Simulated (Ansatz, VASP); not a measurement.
# Two plane-wave programs on CaO

INCAR

```
SYSTEM = CaO
PREC = Accurate
ENCUT = 520
EDIFF = 1E-6
ISMEAR = 0
SIGMA = 0.016
LREAL = .FALSE.
LASPH = .TRUE.
NELM = 100
ALGO = Normal
ISIF = 2
LWAVE = .FALSE.
LCHARG = .FALSE.
GGA = PE
NBANDS = 15
```

KPOINTS

```
regular mesh
0
G
  10 10 10
  0 0 0
```

The input POSCAR:

```
CaO
1.0
    0.0000000000      2.4035556960      2.4035556960
    2.4035556960      0.0000000000      2.4035556960
    2.4035556960      2.4035556960      0.0000000000
Ca O
1 1
Direct
    0.0000000000      0.0000000000      0.0000000000
    0.5000000000      0.5000000000      0.5000000000
```

The input input.yaml:

```yaml
crystal:
  lattice:
    - [0.0, 2.403555696, 2.403555696]
    - [2.403555696, 0.0, 2.403555696]
    - [2.403555696, 2.403555696, 0.0]
  atoms:
    - { symbol: Ca, position: [0.0, 0.0, 0.0] }
    - { symbol: O, position: [0.5, 0.5, 0.5] }
hamiltonian:
  xc: pbe
  pseudopotentials: { kind: paw }
kpoints:
  mp_grid: { grid: [10, 10, 10] }
scf:
  occupations: { method: gaussian, width: 0.016 }
output:
  forces: true
  stress: true
  eigenvalues: true
  write_density: true
  write_potential: true
  elf: true
  volumetric_format: npy
```

Alike in both runs: task single point; functional PBE; k mesh 10 × 10 × 10; occupations gaussian, width 0.016 eV; no spin polarisation.

|  | VASP | Ansatz |
| --- | --- | --- |
| version | VASP 6.6.1 | Ansatz 0.2.0 |
| potentials or method | VASP PAW PBE potentials, release 64 (Ca_sv, O) | Ansatz PAW |
| plane-wave cutoff (eV) | 520 | 420 |
| valence electrons in the cell | 16 | 16 |

```tsv
	VASP	Ansatz	Ansatz less VASP
gap on the k mesh at the Fermi level (eV)	3.64	3.66	+0.020
least direct gap on the mesh (eV)	4.01	4.03	+0.018
pressure (GPa)	2.2	1.6	-0.57
```
